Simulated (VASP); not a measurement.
# ScSi2 (P6/mmm) in VASP: electric field gradients with PBE

Aim: the electric field gradients of ScSi2 with PBE.

All numbers are computed with VASP 6.6.1; they aren't measurements. Logs are shortened: lines on timing, memory, paths and dates and some standing lists are left out, and cuts for length are marked.

### 1 The cell of the first run

Symmetry: P6/mmm, No. 191, hexagonal system. The conventional cell has a = 3.660 Å, b = 3.660 Å, c = 3.870 Å, α = 90.00°, β = 90.00°, γ = 120.00°. Within 3.8 Å of Sc (site symmetry 6/mmm) lie 12 Si at 2.87 Å and 6 Sc at 3.66 Å. Within 2.8 Å of Si (site symmetry -6m2) lie 3 Si at 2.11 Å.

### 2 Electric field gradients, PBE

File INCAR:

```
PREC     = Accurate       # precision mode
ENCUT    = 520            # plane-wave cutoff, eV
EDIFF    = 1E-8           # SCF threshold, eV
ISMEAR   = -1             # smearing method
SIGMA    = 0.05           # smearing width, eV
LREAL    = Auto         
LASPH    = True           # aspherical terms in the spheres
NELM     = 100            # most SCF steps
ALGO     = Normal         # electronic algorithm
ISIF     = 2              # what is computed and relaxed
LWAVE    = False          # write WAVECAR
LCHARG   = False          # write CHGCAR
GGA      = PE             # functional
LEFG     = True         
NBANDS   = 94             # bands
```

File KPOINTS:

```
regular mesh
0
Gamma
  4 4 4
```

File POSCAR:

```
ScSi2
1.0
    7.3199974212      0.0000000000      0.0000000000
   -3.6599987106      6.3393037224      0.0000000000
    0.0000000000      0.0000000000      7.7400000000
Sc Si
8 16
Direct
    0.0000000000      0.0000000000      0.0000000000
    0.0000000000      0.0000000000      0.5000000000
    0.0000000000      0.5000000000      0.0000000000
    0.0000000000      0.5000000000      0.5000000000
    0.5000000000      0.0000000000      0.0000000000
    0.5000000000      0.0000000000      0.5000000000
    0.5000000000      0.5000000000      0.0000000000
    0.5000000000      0.5000000000      0.5000000000
    0.1666666667      0.3333333333      0.2500000000
    0.1666666667      0.3333333333      0.7500000000
    0.1666666667      0.8333333333      0.2500000000
    0.1666666667      0.8333333333      0.7500000000
    0.6666666667      0.3333333333      0.2500000000
    0.6666666667      0.3333333333      0.7500000000
    0.6666666667      0.8333333333      0.2500000000
    0.6666666667      0.8333333333      0.7500000000
    0.3333333333      0.1666666667      0.2500000000
    0.3333333333      0.1666666667      0.7500000000
    0.3333333333      0.6666666667      0.2500000000
    0.3333333333      0.6666666667      0.7500000000
    0.8333333333      0.1666666667      0.2500000000
    0.8333333333      0.1666666667      0.7500000000
    0.8333333333      0.6666666667      0.2500000000
    0.8333333333      0.6666666667      0.7500000000
```

Potentials or basis: VASP PAW PBE potentials, release 64 (Sc_sv, Si).

Started as:

```
$ cat potpaw_PBE.64/Sc_sv/POTCAR potpaw_PBE.64/Si/POTCAR > POTCAR
$ mpirun -np 1 vasp_std > vasp.out
```

OUTCAR:

```text
PREC = Accurate
   ENCUT = 520
   EDIFF = 1E-8
   ISMEAR = -1
   LREAL = Auto
   LASPH = True
   NELM = 100
   ISIF = 2
   GGA = PE

 ion  position               nearest neighbor table
   1  0.000  0.000  0.000-  15 2.87  16 2.87  17 2.87  18 2.87   9 2.87  10 2.87  23 2.87  24 2.87
                            21 2.87  22 2.87  11 2.87  12 2.87
   2  0.000  0.000  0.500-  15 2.87  16 2.87  17 2.87  18 2.87   9 2.87  10 2.87  23 2.87  24 2.87
                            21 2.87  22 2.87  11 2.87  12 2.87
   3  0.000  0.500  0.000-  13 2.87  14 2.87  19 2.87  20 2.87  11 2.87  12 2.87  21 2.87  22 2.87
                             9 2.87  10 2.87  23 2.87  24 2.87
   4  0.000  0.500  0.500-  13 2.87  14 2.87  19 2.87  20 2.87  11 2.87  12 2.87  21 2.87  22 2.87
                             9 2.87  10 2.87  23 2.87  24 2.87
   5  0.500  0.000  0.000-  11 2.87  12 2.87  21 2.87  22 2.87  19 2.87  20 2.87  13 2.87  14 2.87
                            15 2.87  16 2.87  17 2.87  18 2.87
   6  0.500  0.000  0.500-  11 2.87  12 2.87  21 2.87  22 2.87  19 2.87  20 2.87  13 2.87  14 2.87
                            15 2.87  16 2.87  17 2.87  18 2.87
   7  0.500  0.500  0.000-   9 2.87  10 2.87  23 2.87  24 2.87  17 2.87  18 2.87  15 2.87  16 2.87
                            19 2.87  20 2.87  13 2.87  14 2.87
   8  0.500  0.500  0.500-   9 2.87  10 2.87  23 2.87  24 2.87  17 2.87  18 2.87  15 2.87  16 2.87
                            19 2.87  20 2.87  13 2.87  14 2.87
   9  0.167  0.333  0.250-  17 2.11  21 2.11  19 2.11   8 2.87   7 2.87   2 2.87   1 2.87   4 2.87
[... 38 lines left out ...]
 A1 = (   7.3199974212,   0.0000000000,   0.0000000000)
 A2 = (  -3.6599987106,   6.3393037224,   0.0000000000)
 A3 = (   0.0000000000,   0.0000000000,   7.7400000000)

Analysis of symmetry for initial positions (statically):
=====================================================================
 Subroutine PRICEL returns following result:

  LATTYP: Found a hexagonal cell.
 ALAT       =     3.6599987106
 C/A-ratio  =     1.0573774217

  Lattice vectors:

 A1 = (   3.6599987106,   0.0000000000,   0.0000000000)
 A2 = (  -1.8299993553,   3.1696518612,   0.0000000000)
 A3 = (   0.0000000000,   0.0000000000,   3.8700000000)

   8 primitive cells build up your supercell.

 Routine SETGRP: Setting up the symmetry group for a
 hexagonal supercell.

 Subroutine GETGRP returns: Found 24 space group operations
 (whereof 24 operations were pure point group operations)
 out of a pool of 24 trial point group operations.

The static configuration has the point symmetry D_6h.

[... 1264 lines left out ...]
  -------------------------------------------------------------------------------------
  Total       83.4233206     83.4233206      1.6911450      0.0000000      0.0000000      0.0000000
  in kB      372.1385030    372.1385030      7.5439359      0.0000000      0.0000000      0.0000000
  external PRESSURE =     250.6069807 kB  Pullay stress =       0.0000000 kB

 VOLUME and BASIS-vectors are now :
 -----------------------------------------------------------------------------
  energy-cutoff  :      520.00
  volume of cell :      359.16
      direct lattice vectors                 reciprocal lattice vectors
     7.319997421  0.000000000  0.000000000     0.136612070  0.078873015  0.000000000
    -3.659998711  6.339303722  0.000000000     0.000000000  0.157746031  0.000000000
     0.000000000  0.000000000  7.740000000     0.000000000  0.000000000  0.129198966

 POSITION                                       TOTAL-FORCE (eV/Angst)
 -----------------------------------------------------------------------------------
      0.00000      0.00000      0.00000         0.000000     -0.000000     -0.000000
      0.00000      0.00000      3.87000         0.000000     -0.000000     -0.000000
     -1.83000      3.16965      0.00000         0.000000     -0.000000     -0.000000
     -1.83000      3.16965      3.87000         0.000000     -0.000000     -0.000000
      3.66000      0.00000      0.00000         0.000000     -0.000000      0.000000
      3.66000      0.00000      3.87000         0.000000     -0.000000     -0.000000
[... 16 lines left out ...]
      3.66000      4.22620      1.93500         0.000000     -0.000000      0.000000
      3.66000      4.22620      5.80500         0.000000     -0.000000      0.000000
 -----------------------------------------------------------------------------------
    total drift:                                0.000000     -0.000000     -0.000000

  FREE ENERGIE OF THE ION-ELECTRON SYSTEM (eV)
  ---------------------------------------------------
  free  energy   TOTEN  =      -138.7708963357 eV

  energy  without entropy=     -138.6637144486  energy(sigma->0) =     -138.71730539

 Electric field gradients (V/A^2)
---------------------------------------------------------------------
 ion       V_xx      V_yy      V_zz      V_xy      V_xz      V_yz
---------------------------------------------------------------------
   1       1.527     1.527    -3.054    -0.000    -0.000     0.000
   2       1.527     1.527    -3.054    -0.000    -0.000     0.000
   3       1.527     1.527    -3.054    -0.000    -0.000     0.000
   4       1.527     1.527    -3.054    -0.000     0.000     0.000
   5       1.527     1.527    -3.054    -0.000     0.000     0.000
   6       1.527     1.527    -3.054    -0.000    -0.000     0.000
[... 16 lines left out ...]
  23      -7.936    -7.936    15.872     0.000     0.000     0.000
  24      -7.936    -7.936    15.872     0.000     0.000     0.000
---------------------------------------------------------------------

 Electric field gradients after diagonalization (V/A^2)
 (convention: |V_zz| > |V_xx| > |V_yy|)
----------------------------------------------------------------------
 ion       V_xx      V_yy      V_zz     asymmetry (V_yy - V_xx)/ V_zz
----------------------------------------------------------------------
   1       1.527     1.527    -3.054       0.000
   2       1.527     1.527    -3.054       0.000
   3       1.527     1.527    -3.054       0.000
   4       1.527     1.527    -3.054       0.000
   5       1.527     1.527    -3.054       0.000
   6       1.527     1.527    -3.054       0.000
[... 16 lines left out ...]
  23      -7.936    -7.936    15.872       0.000
  24      -7.936    -7.936    15.872       0.000
----------------------------------------------------------------------

           NMR quadrupolar parameters

 Cq : quadrupolar parameter    Cq=e*Q*V_zz/h
 eta: asymmetry parameters     (V_yy - V_xx)/ V_zz
 Q  : nuclear electric quadrupole moment in mb (millibarn)
----------------------------------------------------------------------
 ion       Cq(MHz)       eta       Q (mb)
----------------------------------------------------------------------
   1      -0.007       0.000       1.000
   2      -0.007       0.000       1.000
   3      -0.007       0.000       1.000
   4      -0.007       0.000       1.000
   5      -0.007       0.000       1.000
   6      -0.007       0.000       1.000
[... 16 lines left out ...]
  23       0.038       0.000       1.000
  24       0.038       0.000       1.000
----------------------------------------------------------------------
```

OSZICAR:

```text
N       E                     dE             d eps       ncg     rms          rms(c)
DAV:   1     0.241489770641E+04    0.24149E+04   -0.62154E+04  2264   0.160E+03
DAV:   2     0.171284469413E+03   -0.22436E+04   -0.22089E+04  3040   0.670E+02
DAV:   3    -0.134209541452E+03   -0.30549E+03   -0.29525E+03  3678   0.282E+02
DAV:   4    -0.155913458642E+03   -0.21704E+02   -0.20818E+02  3704   0.690E+01
DAV:   5    -0.156793734178E+03   -0.88028E+00   -0.85509E+00  3712   0.162E+01    0.319E+01
DAV:   6    -0.138897185876E+03    0.17897E+02   -0.74076E+01  3320   0.368E+01    0.143E+01
DAV:   7    -0.138872377184E+03    0.24809E-01   -0.32395E+00  3704   0.741E+00    0.743E+00
DAV:   8    -0.138775277605E+03    0.97100E-01   -0.23236E-01  3224   0.304E+00    0.120E+00
DAV:   9    -0.138774294700E+03    0.98290E-03   -0.10345E-01  3408   0.172E+00    0.475E-01
DAV:  10    -0.138773072907E+03    0.12218E-02   -0.67630E-02  3336   0.120E+00    0.343E-01
DAV:  11    -0.138770871717E+03    0.22012E-02   -0.15612E-02  3360   0.616E-01    0.750E-02
DAV:  12    -0.138770900658E+03   -0.28941E-04   -0.51333E-04  3512   0.118E-01    0.303E-02
DAV:  13    -0.138770897849E+03    0.28085E-05   -0.27102E-05  3672   0.290E-02    0.191E-02
DAV:  14    -0.138770897838E+03    0.11833E-07   -0.23385E-06  3288   0.921E-03    0.601E-03
DAV:  15    -0.138770896835E+03    0.10026E-05   -0.81505E-07  3472   0.285E-03    0.204E-03
DAV:  16    -0.138770896359E+03    0.47628E-06   -0.14951E-07  2840   0.145E-03    0.864E-04
DAV:  17    -0.138770896327E+03    0.31341E-07   -0.59057E-08  2328   0.126E-03    0.253E-04
DAV:  18    -0.138770896336E+03   -0.83492E-08   -0.40528E-09  1680   0.572E-04
   1 F= -.13877090E+03 E0= -.13871731E+03  d E =-.107182E+00
```

stdout:

```text
POSCAR found type information on POSCAR ScSi
 POSCAR found :  2 types and      24 ions
 scaLAPACK will be used
 LDA part: xc-table for (Slater+PW92), standard interpolation
 POSCAR, INCAR and KPOINTS ok, starting setup
 FFT: planning ... GRIDC
 FFT: planning ... GRID_SOFT
 FFT: planning ... GRID
 WAVECAR not read
 entering main loop
ion   1

ion   2

ion   3

ion   4

ion   5

ion   6

ion   7

ion   8

ion   9

ion  10

ion  11

ion  12

ion  13

ion  14

ion  15

ion  16

ion  17

ion  18

ion  19

ion  20

ion  21

ion  22

ion  23

ion  24
```

Wall time 14 min (1 thread of Intel Xeon Platinum 8375C at 2.90GHz (Ice Lake), shared host); peak memory 0.56 GiB.

What came out:

```yaml
Free_energy: -138.7709 eV
Pressure: 25.1 GPa
Band_gap_on_the_k_mesh: zero (band 76 reaches 9.45 eV, above the bottom of band 77 at 8.75 eV)
```

Electric field gradients, principal values (V/Å²):
```tsv
atom	least	middle	greatest (by size)
1 Sc	1.527	1.527	-3.054
2 Sc	1.527	1.527	-3.054
3 Sc	1.527	1.527	-3.054
4 Sc	1.527	1.527	-3.054
5 Sc	1.527	1.527	-3.054
6 Sc	1.527	1.527	-3.054
7 Sc	1.527	1.527	-3.054
8 Sc	1.527	1.527	-3.054
9 Si	-7.936	-7.936	15.872
10 Si	-7.936	-7.936	15.872
11 Si	-7.936	-7.936	15.872
12 Si	-7.936	-7.936	15.872
13 Si	-7.936	-7.936	15.872
14 Si	-7.936	-7.936	15.872
15 Si	-7.936	-7.936	15.872
16 Si	-7.936	-7.936	15.872
17 Si	-7.936	-7.936	15.872
18 Si	-7.936	-7.936	15.872
19 Si	-7.936	-7.936	15.872
20 Si	-7.936	-7.936	15.872
21 Si	-7.936	-7.936	15.872
22 Si	-7.936	-7.936	15.872
23 Si	-7.936	-7.936	15.872
24 Si	-7.936	-7.936	15.872
```

Caveat: without QUAD_EFG the Cq values of the log hold for a quadrupole moment of 1 mb, not for the nuclei.
